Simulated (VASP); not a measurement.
# Ti3Ag (P4/mmm) in VASP: a series of runs

Ti3Ag is run at these levels: LDA; tasks: electric field gradients.

Everything below comes from runs of VASP 6.6.1. Logs are shortened: lines on timing, memory, paths and dates and some standing lists are left out, and cuts for length are marked.

**1. The cell of the first run**

Symmetry: P4/mmm, No. 123, tetragonal system. Conventional cell: a = 4.201 Å, b = 4.201 Å, c = 3.963 Å, α = 90.00°, β = 90.00°, γ = 90.00°. Within 3.8 Å of Ti (site symmetry mmm) lie 8 Ti at 2.89 to 2.97 Å and 4 Ag at 2.89 Å. Ti (site symmetry 4/mmm) has 8 Ti at 2.89 Å and 4 Ag at 2.97 Å within 3.8 Å. Within 3.8 Å of Ag (site symmetry 4/mmm) lie 12 Ti at 2.89 to 2.97 Å.

**2. Electric field gradients, LDA (volume scaled by 1.01)**

The input, INCAR:

```
PREC = Accurate
ENCUT = 520
EDIFF = 1E-8
ISMEAR = -1
SIGMA = 0.08
LREAL = F
LASPH = T
NELM = 60
ALGO = Normal
ISIF = 2
LWAVE = F
LCHARG = F
LEFG = T
NBANDS = 32
```

The input, KPOINTS:

```
Automatic mesh
0
Gamma
  9 9 9
```

The input, POSCAR:

```
Ti3Ag
1.0
    4.2009104012      0.0000000000      0.0000000000
    0.0000000000      4.2009104012      0.0000000000
    0.0000000000      0.0000000000      3.9631230200
Ti Ag
3 1
Direct
    0.0000000000      0.5000000000      0.5000000000
    0.5000000000      0.0000000000      0.5000000000
    0.5000000000      0.5000000000      0.0000000000
    0.0000000000      0.0000000000      0.0000000000
```

Potentials or basis: VASP PAW LDA potentials, release 64 (Ti_sv, Ag).

Launch:

```bash
cat potpaw_LDA.64/Ti_sv/POTCAR potpaw_LDA.64/Ag/POTCAR > POTCAR
mpirun -np 1 vasp_std > vasp.out
```

OUTCAR:

```text
PREC = Accurate
   ENCUT = 520
   EDIFF = 1E-8
   ISMEAR = -1
   LREAL = F
   LASPH = T
   NELM = 60
   ISIF = 2

 ion  position               nearest neighbor table
   1  0.000  0.500  0.500-   3 2.89   4 2.89   3 2.89   4 2.89   4 2.89   4 2.89   3 2.89   3 2.89

   2  0.500  0.000  0.500-   3 2.89   4 2.89   3 2.89   4 2.89   3 2.89   3 2.89   4 2.89   4 2.89

   3  0.500  0.500  0.000-   1 2.89   2 2.89   1 2.89   2 2.89   2 2.89   2 2.89   1 2.89   1 2.89
                             4 2.97   4 2.97   4 2.97   4 2.97
   4  0.000  0.000  0.000-   1 2.89   2 2.89   1 2.89   2 2.89   1 2.89   1 2.89   2 2.89   2 2.89
                             3 2.97   3 2.97   3 2.97   3 2.97

  LATTYP: Found a simple tetragonal cell.
 ALAT       =     4.2009104012
 C/A-ratio  =     0.9433962264

  Lattice vectors:

 A1 = (   4.2009104012,   0.0000000000,   0.0000000000)
 A2 = (   0.0000000000,   4.2009104012,   0.0000000000)
 A3 = (   0.0000000000,   0.0000000000,   3.9631230200)

Analysis of symmetry for initial positions (statically):
=====================================================================
 Subroutine PRICEL returns:
 Original cell was already a primitive cell.

 Routine SETGRP: Setting up the symmetry group for a
 simple tetragonal supercell.

 Subroutine GETGRP returns: Found 16 space group operations
 (whereof 16 operations were pure point group operations)
 out of a pool of 16 trial point group operations.

The static configuration has the point symmetry D_4h.

Analysis of symmetry for dynamics (positions and initial velocities):
=====================================================================
 Subroutine PRICEL returns:
 Original cell was already a primitive cell.

 Routine SETGRP: Setting up the symmetry group for a
 simple tetragonal supercell.

 Subroutine GETGRP returns: Found 16 space group operations
 (whereof 16 operations were pure point group operations)
 out of a pool of 16 trial point group operations.

The dynamic configuration has the point symmetry D_4h.

 Subroutine INISYM returns: Found 16 space group operations
 (whereof 16 operations are pure point group operations),
 and found     1 'primitive' translations

----------------------------------------------------------------------------------------
[... 139 lines left out ...]
  ext. energy  EPLUGINS =         0.00000000
  ---------------------------------------------------
  free energy    TOTEN  =       -29.05154951 eV

  energy without entropy =      -28.89297037  energy(sigma->0) =      -28.97225994

 E-fermi :   7.9639     XC(G=0): -11.9287

 val. band max:        7.9562716587   @ k =   0.3333   0.2222   0.1111
 cond. band min:       7.9681615389   @ k =   0.4444   0.3333   0.3333
 fundamental gap:      0.0118898802
 Fermi energy:         7.9639120440

 k-point     1 :       0.0000    0.0000    0.0000
  band No.  band energies     occupation
      1     -48.1343      2.00000
      2     -48.0426      2.00000
      3     -47.9461      2.00000
      4     -24.9204      2.00000
      5     -24.9204      2.00000
      6     -24.8995      2.00000
[... 829 lines left out ...]
     31      10.1578      0.00000
     32      10.3132      0.00000

 [... further k-points ...]
[... 5 lines left out ...]
  --------------------------------------------------------------------------------------
  -------------------------------------------------------------------------------------
  Total       -4.9727949     -4.9727949     -4.0461441      0.0000000      0.0000000     -0.0000000
  in kB     -113.9165280   -113.9165280    -92.6888591      0.0000000      0.0000000     -0.0000000
  external PRESSURE =    -106.8406383 kB  Pullay stress =       0.0000000 kB

 VOLUME and BASIS-vectors are now :
 -----------------------------------------------------------------------------
  energy-cutoff  :      520.00
  volume of cell :       69.94
      direct lattice vectors                 reciprocal lattice vectors
     4.200910401  0.000000000  0.000000000     0.238043639  0.000000000  0.000000000
     0.000000000  4.200910401  0.000000000     0.000000000  0.238043639  0.000000000
     0.000000000  0.000000000  3.963123020     0.000000000  0.000000000  0.252326258

 POSITION                                       TOTAL-FORCE (eV/Angst)
 -----------------------------------------------------------------------------------
      0.00000      2.10046      1.98156         0.000000      0.000000      0.000000
      2.10046      0.00000      1.98156         0.000000      0.000000      0.000000
      2.10046      2.10046      0.00000         0.000000      0.000000      0.000000
      0.00000      0.00000      0.00000         0.000000      0.000000      0.000000
 -----------------------------------------------------------------------------------
    total drift:                                0.000000     -0.000000     -0.000000

  FREE ENERGIE OF THE ION-ELECTRON SYSTEM (eV)
  ---------------------------------------------------
  free  energy   TOTEN  =       -29.0515495060 eV

  energy  without entropy=      -28.8929703722  energy(sigma->0) =      -28.97225994

 Electric field gradients (V/A^2)
---------------------------------------------------------------------
 ion       V_xx      V_yy      V_zz      V_xy      V_xz      V_yz
---------------------------------------------------------------------
   1      -0.001    -0.505     0.506    -0.000     0.000    -0.000
   2      -0.505    -0.001     0.506     0.000    -0.000     0.000
   3       4.557     4.557    -9.114    -0.000     0.000     0.000
   4      -1.110    -1.110     2.221    -0.000    -0.000    -0.000
---------------------------------------------------------------------

 Electric field gradients after diagonalization (V/A^2)
 (convention: |V_zz| > |V_xx| > |V_yy|)
----------------------------------------------------------------------
 ion       V_xx      V_yy      V_zz     asymmetry (V_yy - V_xx)/ V_zz
----------------------------------------------------------------------
   1      -0.505    -0.001     0.506       0.994
   2      -0.505    -0.001     0.506       0.994
   3       4.557     4.557    -9.114       0.000
   4      -1.110    -1.110     2.221       0.000
----------------------------------------------------------------------

           NMR quadrupolar parameters

 Cq : quadrupolar parameter    Cq=e*Q*V_zz/h
 eta: asymmetry parameters     (V_yy - V_xx)/ V_zz
 Q  : nuclear electric quadrupole moment in mb (millibarn)
----------------------------------------------------------------------
 ion       Cq(MHz)       eta       Q (mb)
----------------------------------------------------------------------
   1       0.001       0.994       1.000
   2       0.001       0.994       1.000
   3      -0.022       0.000       1.000
   4       0.005       0.000       1.000
----------------------------------------------------------------------
```

Run time: 1.8 min. Hardware: 1 thread of Intel Xeon Platinum 8488C (Sapphire Rapids), shared host; peak memory 0.26 GiB.

What came out:

```yaml
Free_energy: -29.0515 eV
Pressure: -10.7 GPa
```

Levels at points of the mesh, in eV from the Fermi level:
```tsv
k point	band 20	band 21	band 22	band 23	band 24	band 25	band 26	band 27	band 28	band 29
(0.00, 0.00, 0.00)	-0.53	-0.53	-0.49	-0.25	0.02	2.10	2.10	2.19	2.19	2.22
```

Electric field gradients, principal values (V/Å²):
```csv
atom,least,middle,greatest (by size)
1 Ti,-0.001,-0.505,0.506
2 Ti,-0.001,-0.505,0.506
3 Ti,4.557,4.557,-9.114
4 Ag,-1.110,-1.110,2.221
```

Caveat: without QUAD_EFG the Cq values of the log hold for a quadrupole moment of 1 mb, not for the nuclei.

**3. Electric field gradients, LDA (volume scaled by 1.04)**

The input, INCAR:

```
ALGO = Normal
EDIFF = 1E-8
ENCUT = 520
ISIF = 2
ISMEAR = -1
LASPH = True
LCHARG = False
LEFG = True
LREAL = False
LWAVE = False
NBANDS = 32
NELM = 100
PREC = Accurate
SIGMA = 0.08
```

The input, KPOINTS:

```
k-points
0
Gamma
  9 9 9
```

The input, POSCAR:

```
Ti3Ag
1.0
    4.2420984238      0.0000000000      0.0000000000
    0.0000000000      4.2420984238      0.0000000000
    0.0000000000      0.0000000000      4.0019796451
Ti Ag
3 1
Direct
    0.0000000000      0.5000000000      0.5000000000
    0.5000000000      0.0000000000      0.5000000000
    0.5000000000      0.5000000000      0.0000000000
    0.0000000000      0.0000000000      0.0000000000
```

Potentials or basis: VASP PAW LDA potentials, release 64 (Ti_sv, Ag).

Launch:

```bash
cat potpaw_LDA.64/Ti_sv/POTCAR potpaw_LDA.64/Ag/POTCAR > POTCAR
mpirun -np 1 vasp_std > vasp.out
```

OUTCAR:

```text
EDIFF = 1E-8
   ENCUT = 520
   ISIF = 2
   ISMEAR = -1
   LASPH = True
   LREAL = False
   NELM = 100
   PREC = Accurate

 ion  position               nearest neighbor table
   1  0.000  0.500  0.500-   3 2.92   4 2.92   3 2.92   4 2.92   4 2.92   4 2.92   3 2.92   3 2.92

   2  0.500  0.000  0.500-   3 2.92   4 2.92   3 2.92   4 2.92   3 2.92   3 2.92   4 2.92   4 2.92

   3  0.500  0.500  0.000-   1 2.92   2 2.92   1 2.92   2 2.92   2 2.92   2 2.92   1 2.92   1 2.92
                             4 3.00   4 3.00   4 3.00   4 3.00
   4  0.000  0.000  0.000-   1 2.92   2 2.92   1 2.92   2 2.92   1 2.92   1 2.92   2 2.92   2 2.92
                             3 3.00   3 3.00   3 3.00   3 3.00

  LATTYP: Found a simple tetragonal cell.
 ALAT       =     4.2420984238
 C/A-ratio  =     0.9433962264

  Lattice vectors:

 A1 = (   4.2420984238,   0.0000000000,   0.0000000000)
 A2 = (   0.0000000000,   4.2420984238,   0.0000000000)
 A3 = (   0.0000000000,   0.0000000000,   4.0019796451)

Analysis of symmetry for initial positions (statically):
=====================================================================
 Subroutine PRICEL returns:
 Original cell was already a primitive cell.

 Routine SETGRP: Setting up the symmetry group for a
 simple tetragonal supercell.

 Subroutine GETGRP returns: Found 16 space group operations
 (whereof 16 operations were pure point group operations)
 out of a pool of 16 trial point group operations.

The static configuration has the point symmetry D_4h.

Analysis of symmetry for dynamics (positions and initial velocities):
=====================================================================
 Subroutine PRICEL returns:
 Original cell was already a primitive cell.

 Routine SETGRP: Setting up the symmetry group for a
 simple tetragonal supercell.

 Subroutine GETGRP returns: Found 16 space group operations
 (whereof 16 operations were pure point group operations)
 out of a pool of 16 trial point group operations.

The dynamic configuration has the point symmetry D_4h.

 Subroutine INISYM returns: Found 16 space group operations
 (whereof 16 operations are pure point group operations),
 and found     1 'primitive' translations

----------------------------------------------------------------------------------------

                                     Primitive cell

  volume of cell :      72.0172

  direct lattice vectors                    reciprocal lattice vectors
     4.242098424  0.000000000  0.000000000     0.235732390  0.000000000  0.000000000
     0.000000000  4.242098424  0.000000000     0.000000000  0.235732390  0.000000000
     0.000000000  0.000000000  4.001979645     0.000000000  0.000000000  0.249876333

  length of vectors
     4.242098424  4.242098424  4.001979645     0.235732390  0.235732390  0.249876333

  position of ions in fractional coordinates (direct lattice)
     0.000000000  0.500000000  0.500000000
     0.500000000  0.000000000  0.500000000
     0.500000000  0.500000000  0.000000000
     0.000000000  0.000000000  0.000000000

  ion indices of the primitive-cell ions
   primitive index   ion index
[... 86 lines left out ...]
   PSTRESS=    0.0 pullay stress
   NELECT =      47.0000    total number of electrons
   NUPDOWN=      -1.0000    fix difference up-down
   EMIN   =  10.00;   EMAX   =-10.00  energy-range for DOS
   EFERMI =   0.00;   METHOD = LEGACY
   ISMEAR =    -1;   SIGMA  =   0.08  broadening in eV -4-tet -1-fermi 0-gaus
   EFERMI_NEDOS =   21; number of points for ismear=-14 and -15
   IALGO  =     38    algorithm
   IMIX   =      4    mixing-type and parameters
     AMIX     =   0.40;   BMIX     =  1.00
     AMIX_MAG =   1.60;   BMIX_MAG =  1.00
  volume/ion in A,a.u.               =      18.00       121.50
  Fermi-wavevector in a.u.,A,eV,Ry     =   1.420023  2.683454 27.435670  2.016465
  Thomas-Fermi vector in A             =   2.540982
   LORBIT       =      0    0 simple, 1 ext, 2 COOP (PROOUT), +10 PAW based schemes
   GGA     = CA    functional components
   LHFCALC =     F    Hartree Fock is set to
   AEXX    =    0.0000 exact exchange contribution
   IVDW    =     0    specifies the selected vdW correction
   LEPSILON=     F    determine dielectric tensor
   LRPA    =     F    only Hartree local field effects (RPA)
 non-spin polarized calculation
  energy-cutoff  :      520.00
  volume of cell :       72.02
 maximum number of plane-waves:      1968
 NGX is ok and might be reduce to    32
   NGX = 15   NGY = 15   NGZ = 15

 number of electron      46.9999988 magnetization

 Free energy of the ion-electron system (eV)
  ---------------------------------------------------
  ext. energy  EPLUGINS =         0.00000000
  ---------------------------------------------------
  free energy    TOTEN  =       -28.89782963 eV

  energy without entropy =      -28.73458298  energy(sigma->0) =      -28.81620631

 E-fermi :   7.6400     XC(G=0): -11.7811

 val. band max:        7.6370116186   @ k =   0.3333   0.2222   0.0000
 cond. band min:       7.6405876812   @ k =   0.3333   0.2222   0.0000
 fundamental gap:      0.0035760627
 Fermi energy:         7.6399644644

 k-point     1 :       0.0000    0.0000    0.0000
  band No.  band energies     occupation
      1     -48.5142      2.00000
      2     -48.4341      2.00000
      3     -48.3402      2.00000
      4     -25.2810      2.00000
      5     -25.2810      2.00000
      6     -25.2625      2.00000
[... 829 lines left out ...]
     31       9.7556      0.00000
     32       9.9047      0.00000

 [... further k-points ...]
[... 5 lines left out ...]
  --------------------------------------------------------------------------------------
  -------------------------------------------------------------------------------------
  Total       -6.1901235     -6.1901235     -5.2610456      0.0000000      0.0000000      0.0000000
  in kB     -137.7125555   -137.7125555   -117.0432282      0.0000000      0.0000000      0.0000000
  external PRESSURE =    -130.8227797 kB  Pullay stress =       0.0000000 kB

 VOLUME and BASIS-vectors are now :
 -----------------------------------------------------------------------------
  energy-cutoff  :      520.00
  volume of cell :       72.02
      direct lattice vectors                 reciprocal lattice vectors
     4.242098424  0.000000000  0.000000000     0.235732390  0.000000000  0.000000000
     0.000000000  4.242098424  0.000000000     0.000000000  0.235732390  0.000000000
     0.000000000  0.000000000  4.001979645     0.000000000  0.000000000  0.249876333

 POSITION                                       TOTAL-FORCE (eV/Angst)
 -----------------------------------------------------------------------------------
      0.00000      2.12105      2.00099         0.000000      0.000000      0.000000
      2.12105      0.00000      2.00099         0.000000      0.000000      0.000000
      2.12105      2.12105      0.00000         0.000000      0.000000      0.000000
      0.00000      0.00000      0.00000         0.000000      0.000000      0.000000
 -----------------------------------------------------------------------------------
    total drift:                                0.000000     -0.000000     -0.000000

  FREE ENERGIE OF THE ION-ELECTRON SYSTEM (eV)
  ---------------------------------------------------
  free  energy   TOTEN  =       -28.8978296270 eV

  energy  without entropy=      -28.7345829840  energy(sigma->0) =      -28.81620631

 Electric field gradients (V/A^2)
---------------------------------------------------------------------
 ion       V_xx      V_yy      V_zz      V_xy      V_xz      V_yz
---------------------------------------------------------------------
   1      -2.295     0.788     1.507     0.000    -0.000    -0.000
   2       0.788    -2.295     1.507     0.000    -0.000    -0.000
   3       5.567     5.567   -11.134     0.000    -0.000     0.000
   4      -1.069    -1.069     2.137     0.000    -0.000    -0.000
---------------------------------------------------------------------

 Electric field gradients after diagonalization (V/A^2)
 (convention: |V_zz| > |V_xx| > |V_yy|)
----------------------------------------------------------------------
 ion       V_xx      V_yy      V_zz     asymmetry (V_yy - V_xx)/ V_zz
----------------------------------------------------------------------
   1       1.507     0.788    -2.295       0.313
   2       1.507     0.788    -2.295       0.313
   3       5.567     5.567   -11.134       0.000
   4      -1.069    -1.069     2.137       0.000
----------------------------------------------------------------------

           NMR quadrupolar parameters

 Cq : quadrupolar parameter    Cq=e*Q*V_zz/h
 eta: asymmetry parameters     (V_yy - V_xx)/ V_zz
 Q  : nuclear electric quadrupole moment in mb (millibarn)
----------------------------------------------------------------------
 ion       Cq(MHz)       eta       Q (mb)
----------------------------------------------------------------------
   1      -0.006       0.313       1.000
   2      -0.006       0.313       1.000
   3      -0.027       0.000       1.000
   4       0.005       0.000       1.000
----------------------------------------------------------------------
```

OSZICAR:

```text
N       E                     dE             d eps       ncg     rms          rms(c)
DAV:   1     0.568090234445E+03    0.56809E+03   -0.23183E+04  4832   0.172E+03
DAV:   2     0.288133233224E+02   -0.53928E+03   -0.52257E+03  4896   0.519E+02
DAV:   3    -0.277684614027E+02   -0.56582E+02   -0.54721E+02  8080   0.145E+02
DAV:   4    -0.329753829326E+02   -0.52069E+01   -0.51162E+01  6992   0.414E+01
DAV:   5    -0.332446613691E+02   -0.26928E+00   -0.26911E+00  6792   0.794E+00    0.148E+01
DAV:   6    -0.289897891342E+02    0.42549E+01   -0.17262E+01  5824   0.330E+01    0.470E+00
DAV:   7    -0.294467773190E+02   -0.45699E+00   -0.33437E+00  6936   0.141E+01    0.797E+00
DAV:   8    -0.289083720109E+02    0.53841E+00   -0.26217E+00  6776   0.868E+00    0.254E+00
DAV:   9    -0.289030788692E+02    0.52931E-02   -0.24708E-01  6320   0.443E+00    0.114E+00
DAV:  10    -0.288981726625E+02    0.49062E-02   -0.54323E-02  6152   0.194E+00    0.266E-01
DAV:  11    -0.288976029040E+02    0.56976E-03   -0.84134E-03  7512   0.740E-01    0.159E-01
DAV:  12    -0.288978419526E+02   -0.23905E-03   -0.13896E-03  6224   0.319E-01    0.440E-02
DAV:  13    -0.288978269784E+02    0.14974E-04   -0.10602E-04  7128   0.850E-02    0.284E-02
DAV:  14    -0.288978304058E+02   -0.34274E-05   -0.30847E-05  6320   0.429E-02    0.956E-03
DAV:  15    -0.288978297151E+02    0.69070E-06   -0.57223E-06  7072   0.163E-02    0.397E-03
DAV:  16    -0.288978296363E+02    0.78833E-07   -0.32745E-07  5904   0.565E-03    0.111E-03
DAV:  17    -0.288978296270E+02    0.92305E-08   -0.88412E-08  6616   0.186E-03
   1 F= -.28897830E+02 E0= -.28816206E+02  d E =-.163247E+00
```

Wall time 1.8 min (1 thread of Intel Xeon Platinum 8488C (Sapphire Rapids), shared host); peak memory 0.26 GiB.

What came out:

```yaml
Free_energy: -28.8978 eV
Pressure: -13.1 GPa
```

Levels at points of the mesh, in eV from the Fermi level:
```tsv
k point	band 21	band 22	band 23	band 24	band 25	band 26	band 27	band 28
(0.00, 0.00, 0.00)	-0.51	-0.47	-0.26	0.00	2.02	2.02	2.10	2.10
```

Electric field gradients, principal values (V/Å²):
```csv
atom,least,middle,greatest (by size)
1 Ti,0.788,1.507,-2.295
2 Ti,0.788,1.507,-2.295
3 Ti,5.567,5.567,-11.134
4 Ag,-1.069,-1.069,2.137
```

Caveat: without QUAD_EFG the Cq values of the log hold for a quadrupole moment of 1 mb, not for the nuclei.

(Part 1 of 3 ends here.)
